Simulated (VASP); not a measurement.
# BP (F-43m) in VASP: a series of runs

Runs on BP. Level: r2SCAN. Tasks: single point.

Everything below comes from runs of VASP 6.6.1. Logs are shortened: lines on timing, memory, paths and dates and some standing lists are left out, and cuts for length are marked.

**1. The cell of the first run**

It takes space group F-43m (No. 216, cubic). The conventional cell has a = 4.555 Å, b = 4.555 Å, c = 4.555 Å, α = 90.00°, β = 90.00°, γ = 90.00°. B (site symmetry -43m) has 4 P at 1.97 Å within 2.6 Å. Within 2.6 Å of P (site symmetry -43m) lie 4 B at 1.97 Å.

**2. Single point, r2SCAN**

POSCAR reads:

```
BP
1.0
    2.2773980544      2.2773980544      0.0000000000
   -2.2773980544      2.2773980544      0.0000000000
    0.0000000000      2.2773980544      2.2773980544
B P
1 1
Direct
    0.0000000000      0.0000000000      0.0000000000
    0.7500000000      0.2500000000      0.5000000000
```

INCAR.step1 reads:

```
SYSTEM = BP
ALGO     = Normal         ! electronic algorithm
EDIFF    = 1E-4           ! SCF threshold, eV
ENCUT    = 520            ! plane-wave cutoff, eV
GGA      = PE             ! functional
ISMEAR   = 0              ! smearing method
LASPH    = .True.         ! aspherical terms in the spheres
LCHARG   = .False.        ! write CHGCAR
LREAL    = .False.        ! projectors in reciprocal space
LWAVE    = .True.         ! write WAVECAR
NBANDS   = 11             ! bands
NELM     = 100            ! most SCF steps
PREC     = Accurate       ! precision mode
SIGMA    = 0.01           ! smearing width, eV
```

INCAR.step2 reads:

```
SYSTEM = BP
ALGO     = Normal         ! electronic algorithm
EDIFF    = 1E-6           ! SCF threshold, eV
ENCUT    = 520            ! plane-wave cutoff, eV
ISIF     = 2              ! what is computed and relaxed
ISMEAR   = 0              ! smearing method
ISTART   = 1            
LASPH    = .True.         ! aspherical terms in the spheres
LCHARG   = .True.         ! write CHGCAR
LELF     = .True.         ! ELF
LMIXTAU  = .True.       
LREAL    = .False.        ! projectors in reciprocal space
LVHAR    = .True.       
LWAVE    = .False.        ! write WAVECAR
METAGGA  = R2SCAN         ! meta-GGA
NBANDS   = 11             ! bands
NELM     = 100            ! most SCF steps
PREC     = Accurate       ! precision mode
SIGMA    = 0.01           ! smearing width, eV
```

KPOINTS reads:

```
k-points
0
Gamma
  8 8 8
  0 0 0
```

Potentials or basis: VASP PAW PBE potentials, release 64 (B, P).

Run with:

```bash
$ cat potpaw_PBE.64/B/POTCAR potpaw_PBE.64/P/POTCAR > POTCAR
$ cp INCAR.step1 INCAR
$ mpirun -np 1 vasp_std > vasp.out
$ cp INCAR.step2 INCAR
$ mpirun -np 1 vasp_std > vasp.out
```

OUTCAR:

```text
SYSTEM = BP
   EDIFF = 1E-6
   ENCUT = 520
   ISIF = 2
   ISMEAR = 0
   ISTART = 1
   LASPH = .True.
   LREAL = .False.
   METAGGA = R2SCAN
   NELM = 100
   PREC = Accurate

 ion  position               nearest neighbor table
   1  0.000  0.000  0.000-   2 1.97   2 1.97   2 1.97   2 1.97
   2  0.750  0.250  0.500-   1 1.97   1 1.97   1 1.97   1 1.97

  LATTYP: Found a face centered cubic cell.
 ALAT       =     4.5547961088

  Lattice vectors:

 A1 = (   0.0000000000,   2.2773980544,   2.2773980544)
 A2 = (   2.2773980544,   0.0000000000,   2.2773980544)
 A3 = (   2.2773980544,   2.2773980544,   0.0000000000)

Analysis of symmetry for initial positions (statically):
=====================================================================
 Subroutine PRICEL returns:
 Original cell was already a primitive cell.

 Routine SETGRP: Setting up the symmetry group for a
 face centered cubic supercell.

 Subroutine GETGRP returns: Found 24 space group operations
 (whereof 24 operations were pure point group operations)
 out of a pool of 48 trial point group operations.

The static configuration has the point symmetry T_d .

Analysis of symmetry for dynamics (positions and initial velocities):
=====================================================================
 Subroutine PRICEL returns:
 Original cell was already a primitive cell.

 Routine SETGRP: Setting up the symmetry group for a
 face centered cubic supercell.

 Subroutine GETGRP returns: Found 24 space group operations
 (whereof 24 operations were pure point group operations)
 out of a pool of 48 trial point group operations.

The dynamic configuration has the point symmetry T_d .

 Subroutine INISYM returns: Found 24 space group operations
 (whereof 24 operations are pure point group operations),
 and found     1 'primitive' translations

----------------------------------------------------------------------------------------

                                     Primitive cell

  volume of cell :      23.6236

  direct lattice vectors                    reciprocal lattice vectors
     2.277398054  2.277398054  0.000000000     0.219548796  0.219548796 -0.219548796
    -2.277398054  2.277398054  0.000000000    -0.219548796  0.219548796 -0.219548796
     0.000000000  2.277398054  2.277398054     0.000000000  0.000000000  0.439097591

  length of vectors
     3.220727215  3.220727215  3.220727215     0.380269669  0.380269669  0.439097591

  position of ions in fractional coordinates (direct lattice)
     0.000000000  0.000000000  0.000000000
     0.750000000  0.250000000  0.500000000

  ion indices of the primitive-cell ions
   primitive index   ion index
                 1           1
                 2           2

----------------------------------------------------------------------------------------

 KPOINTS: k-points

Automatic generation of k-mesh.
 Grid dimensions read from file:
 generate k-points for:    8    8    8

 Generating k-lattice:

  Cartesian coordinates                     Fractional coordinates (reciprocal lattice)
     0.027443599  0.027443599 -0.027443599     0.125000000  0.000000000  0.000000000
    -0.027443599  0.027443599 -0.027443599     0.000000000  0.125000000  0.000000000
     0.000000000  0.000000000  0.054887199     0.000000000  0.000000000  0.125000000

  Length of vectors
     0.047533709  0.047533709  0.054887199

  Shift w.r.t. Gamma in fractional coordinates (k-lattice)
     0.000000000  0.000000000  0.000000000

 Subroutine IBZKPT returns following result:
 ===========================================

 Found     29 irreducible k-points:

 Following reciprocal coordinates:
            Coordinates               Weight
  0.000000  0.000000  0.000000      1.000000
  0.125000  0.000000  0.000000      8.000000
  0.250000  0.000000  0.000000      8.000000
  0.375000  0.000000  0.000000      8.000000
  0.500000  0.000000  0.000000      4.000000
  0.125000  0.125000  0.000000     12.000000
[... 16 lines left out ...]
  0.375000  0.250000  0.125000     48.000000
  0.500000  0.250000  0.125000     24.000000
 [... further k-points ...]
   k-points           NKPTS =     29   k-points in BZ     NKDIM =     29   number of bands    NBANDS=     11
   number of dos      NEDOS =    301   number of ions     NIONS =      2
   total plane-waves  NPLWV =  13824
   dimension x,y,z NGX =    24 NGY =   24 NGZ =   24
   dimension x,y,z NGXF=    48 NGYF=   48 NGZF=   48
   ions per type =               1   1
   NGX,Y,Z   is equivalent  to a cutoff of  12.39, 12.39, 12.39 a.u.
   NGXF,Y,Z  is equivalent  to a cutoff of  24.78, 24.78, 24.78 a.u.
 SYSTEM =  BP
   PREC   = accura    normal or accurate (medium, high low for compatibility)
   ISTART =      1    job   : 0-new  1-cont  2-samecut
   ICHARG =      0    charge: 1-file 2-atom 10-const
   ISPIN  =      1    spin polarized calculation?
   LNONCOLLINEAR =      F non collinear calculations
   LSORBIT =      F    spin-orbit coupling
   LASPH  =      T    aspherical Exc in radial PAW
   ENCUT  =  520.0 eV  38.22 Ry    6.18 a.u.   5.99  5.99  5.99*2*pi/ulx,y,z
   NELM   =    100;   NELMIN=  2; NELMDL=  0     # of ELM steps
   EDIFF  = 0.1E-05   stopping-criterion for ELM
   LREAL  =      F    real-space projection
   EDIFFG = 0.1E-04   stopping-criterion for IOM
   NSW    =      0    number of steps for IOM
   IBRION =     -1    ionic relax: 0-MD 1-quasi-New 2-CG
   NFREE  =      0    steps in history (QN), initial steepest desc. (CG)
   ISIF   =      2    stress and relaxation
   ISYM   =      2    0-nonsym 1-usesym 2-fastsym
   POTIM  = 0.5000    time-step for ionic-motion
   TEBEG  =    0.0;   TEEND  =   0.0 temperature during run
   PSTRESS=    0.0 pullay stress
   NELECT =       8.0000    total number of electrons
   NUPDOWN=      -1.0000    fix difference up-down
   EMIN   =  10.00;   EMAX   =-10.00  energy-range for DOS
   EFERMI =   0.00;   METHOD = LEGACY
   ISMEAR =     0;   SIGMA  =   0.01  broadening in eV -4-tet -1-fermi 0-gaus
   EFERMI_NEDOS =   21; number of points for ismear=-14 and -15
   IALGO  =     38    algorithm
   IMIX   =      4    mixing-type and parameters
     AMIX     =   0.40;   BMIX     =  1.00
     AMIX_MAG =   1.60;   BMIX_MAG =  1.00
  volume/ion in A,a.u.               =      11.81        79.71
  Fermi-wavevector in a.u.,A,eV,Ry     =   1.141097  2.156361 17.716177  1.302102
  Thomas-Fermi vector in A             =   2.277798
   LORBIT       =      0    0 simple, 1 ext, 2 COOP (PROOUT), +10 PAW based schemes
   METAGGA = R2SCAN    functional components
   LHFCALC =     F    Hartree Fock is set to
   AEXX    =    0.0000 exact exchange contribution
   IVDW    =     0    specifies the selected vdW correction
   LEPSILON=     F    determine dielectric tensor
   LRPA    =     F    only Hartree local field effects (RPA)
 non-spin polarized calculation
 Gauss-broadening in eV      SIGMA  =   0.01
  energy-cutoff  :      520.00
  volume of cell :       23.62
 maximum number of plane-waves:       652
   NGX = 11   NGY = 11   NGZ = 11

 number of electron       8.0000000 magnetization

 Free energy of the ion-electron system (eV)
  ---------------------------------------------------
  ext. energy  EPLUGINS =         0.00000000
  ---------------------------------------------------
  free energy    TOTEN  =       -17.30707645 eV

  energy without entropy =      -17.30707645  energy(sigma->0) =      -17.30707645

 E-fermi :   7.2995     XC(G=0): -11.4504

 val. band max:        7.2581097710   @ k =   0.0000   0.0000   0.0000
 cond. band min:       8.7479937332   @ k =  -0.3750   0.3750   0.0000
 fundamental gap:      1.4898839622
 Fermi energy:         7.2994800799

 k-point     1 :       0.0000    0.0000    0.0000
  band No.  band energies     occupation
      1      -8.8993      2.00000
      2       7.2581      2.00000
      3       7.2581      2.00000
      4       7.2581      2.00000
      5      10.8819      0.00000
      6      10.8819      0.00000
      7      10.8819      0.00000
      8      15.0912      0.00000
      9      19.5785      0.00000
     10      19.8738      0.00000
     11      19.8738      0.00000

 k-point     2 :       0.1250    0.0000    0.0000
  band No.  band energies     occupation
      1      -8.6066      2.00000
      2       5.3181      2.00000
      3       6.8094      2.00000
      4       6.8094      2.00000
      5      11.4697      0.00000
      6      11.5058      0.00000
      7      11.5058      0.00000
      8      15.9310      0.00000
      9      18.9842      0.00000
     10      18.9842      0.00000
     11      20.4361      0.00000

 k-point     3 :       0.2500    0.0000    0.0000
  band No.  band energies     occupation
      1      -7.7484      2.00000
      2       2.1941      2.00000
      3       6.0843      2.00000
      4       6.0843      2.00000
      5      11.5573      0.00000
      6      12.3242      0.00000
      7      12.3242      0.00000
      8      17.5338      0.00000
      9      18.7480      0.00000
     10      18.7480      0.00000
     11      21.0919      0.00000

 k-point     4 :       0.3750    0.0000    0.0000
  band No.  band energies     occupation
      1      -6.4379      2.00000
      2      -0.6452      2.00000
      3       5.5803      2.00000
      4       5.5803      2.00000
      5      11.3991      0.00000
      6      12.3905      0.00000
      7      12.3905      0.00000
      8      18.1730      0.00000
      9      20.5148      0.00000
     10      20.5148      0.00000
     11      21.8981      0.00000

 k-point     5 :       0.5000    0.0000    0.0000
  band No.  band energies     occupation
      1      -5.4507      2.00000
      2      -2.1605      2.00000
      3       5.4075      2.00000
      4       5.4075      2.00000
      5      11.3264      0.00000
      6      12.2812      0.00000
      7      12.2812      0.00000
      8      18.1349      0.00000
      9      22.6673      0.00000
     10      22.6673      0.00000
     11      23.0017      0.00000
[... 211 lines left out ...]
 k-point    21 :       0.5000    0.5000    0.0000
  band No.  band energies     occupation
      1      -3.8000      2.00000
      2      -1.8097      2.00000
      3       2.9552      2.00000
      4       2.9552      2.00000
      5       8.8192      0.00000
      6       9.1766      0.00000
      7      20.2119      0.00000
      8      20.2119      0.00000
      9      23.5141      0.00000
     10      24.7894      0.00000
     11      26.0238      0.00000

 k-point    22 :       0.2500    0.2500    0.1250
  band No.  band energies     occupation
      1      -6.9944      2.00000
      2       2.0687      2.00000
      3       3.3147      2.00000
      4       5.1866      2.00000
      5      11.0087      0.00000
      6      13.6451      0.00000
      7      13.8862      0.00000
      8      15.2440      0.00000
      9      19.4789      0.00000
     10      21.9434      0.00000
     11      23.7500      0.00000

 k-point    23 :       0.3750    0.2500    0.1250
  band No.  band energies     occupation
      1      -5.7138      2.00000
      2      -0.1811      2.00000
      3       2.6216      2.00000
      4       4.3921      2.00000
      5      11.7089      0.00000
      6      13.0771      0.00000
      7      15.0575      0.00000
      8      16.0995      0.00000
      9      20.4536      0.00000
     10      21.3700      0.00000
     11      25.2394      0.00000

 k-point    24 :       0.5000    0.2500    0.1250
  band No.  band energies     occupation
      1      -4.7561      2.00000
      2      -1.5797      2.00000
      3       2.5313      2.00000
      4       4.0120      2.00000
      5      11.8161      0.00000
      6      12.7762      0.00000
      7      16.0817      0.00000
      8      17.6956      0.00000
      9      18.2916      0.00000
     10      22.4850      0.00000
     11      24.9666      0.00000

 [... further k-points ...]

------------------------ aborting loop because EDIFF is reached ----------------------------------------

  FORCE on cell =-STRESS in cart. coord.  units (eV):
  Direction    XX          YY          ZZ          XY          YZ          ZX
  --------------------------------------------------------------------------------------
  -------------------------------------------------------------------------------------
  Total       -0.3655120     -0.3655120     -0.3655120      0.0000000      0.0000000     -0.0000000
  in kB      -24.7893626    -24.7893626    -24.7893626      0.0000000      0.0000000     -0.0000000
  external PRESSURE =     -24.7893626 kB  Pullay stress =       0.0000000 kB

 VOLUME and BASIS-vectors are now :
 -----------------------------------------------------------------------------
  energy-cutoff  :      520.00
  volume of cell :       23.62
      direct lattice vectors                 reciprocal lattice vectors
     2.277398054  2.277398054  0.000000000     0.219548796  0.219548796 -0.219548796
    -2.277398054  2.277398054  0.000000000    -0.219548796  0.219548796 -0.219548796
     0.000000000  2.277398054  2.277398054     0.000000000  0.000000000  0.439097591

 POSITION                                       TOTAL-FORCE (eV/Angst)
 -----------------------------------------------------------------------------------
      0.00000      0.00000      0.00000        -0.000000      0.000000      0.000000
      1.13870      3.41610      1.13870         0.000000     -0.000000     -0.000000
 -----------------------------------------------------------------------------------
    total drift:                               -0.000000      0.000000     -0.000000

  FREE ENERGIE OF THE ION-ELECTRON SYSTEM (eV)
  ---------------------------------------------------
  free  energy   TOTEN  =       -17.3070764499 eV

  energy  without entropy=      -17.3070764499  energy(sigma->0) =      -17.30707645
```

Run time: 17 s. Hardware: 1 thread of AMD EPYC 9R45 (Zen 5), shared host; peak memory 0.11 GiB.

Results:

```
Free energy            : -17.3071 eV
Pressure               : -2.5 GPa
Band gap on the k mesh : 1.49 eV, indirect (least direct gap 3.62 eV)
```

Caveat: the PAW data sets were made with another functional, which shifts forces and pressure a little.

**3. Single point, r2SCAN**

This run uses another cell than the first one, of 11.54 Å³/atom, 0.977 times its volume.

POSCAR reads:

```
BP
1.0
    2.2595749749      2.2595749749      0.0000000000
   -2.2595749749      2.2595749749      0.0000000000
    0.0000000000      2.2595749749      2.2595749749
B P
1 1
Direct
    0.0000000000      0.0000000000      0.0000000000
    0.7500000000      0.2500000000      0.5000000000
```

INCAR.step1 reads:

```
PREC = Accurate ; ENCUT = 520
ISMEAR = 0 ; SIGMA = 0.01
LREAL = F ; LASPH = T
NELM = 60 ; NBANDS = 11
GGA = PE ; ALGO = Normal
EDIFF = 1E-4 ; LWAVE = T
LCHARG = F
```

INCAR.step2 reads:

```
PREC = Accurate ; ENCUT = 520
EDIFF = 1E-6 ; ISMEAR = 0
SIGMA = 0.01 ; LREAL = F
LASPH = T ; NELM = 60
ALGO = Normal ; ISIF = 2
LWAVE = F ; LCHARG = F
METAGGA = R2SCAN ; LMIXTAU = T
NBANDS = 11 ; ISTART = 1
```

KPOINTS reads:

```
Automatic mesh
0
Gamma
  8 8 8
```

Potentials or basis: VASP PAW PBE potentials, release 64 (B, P).

Run with:

```bash
$ cat potpaw_PBE.64/B/POTCAR potpaw_PBE.64/P/POTCAR > POTCAR
$ cp INCAR.step1 INCAR
$ mpirun -np 1 vasp_std > vasp.out
$ cp INCAR.step2 INCAR
$ mpirun -np 1 vasp_std > vasp.out
```

It took 17 s on 1 thread of AMD EPYC 9R45 (Zen 5), shared host; peak memory 0.11 GiB.

Results (log left out):

* Free energy: -17.3085 eV
* Pressure: 1.5 GPa
* Band gap on the k mesh: 1.46 eV, indirect (least direct gap 3.66 eV)

Levels at points of the mesh, in eV from the valence-band top:
```csv
k point,band 1,band 2,band 3,band 4,band 5,band 6,band 7,band 8
"(0.00, 0.00, 0.00)",-16.38,0.00,0.00,0.00,3.66,3.66,3.66,8.21
"(0.50, 0.00, 0.00)",-12.83,-9.59,-1.88,-1.88,4.22,5.04,5.04,10.97
"(0.50, 0.50, 0.00)",-11.15,-9.19,-4.39,-4.39,1.51,1.90,13.19,13.19
```

Caveat: the PAW data sets were made with another functional, which shifts forces and pressure a little.
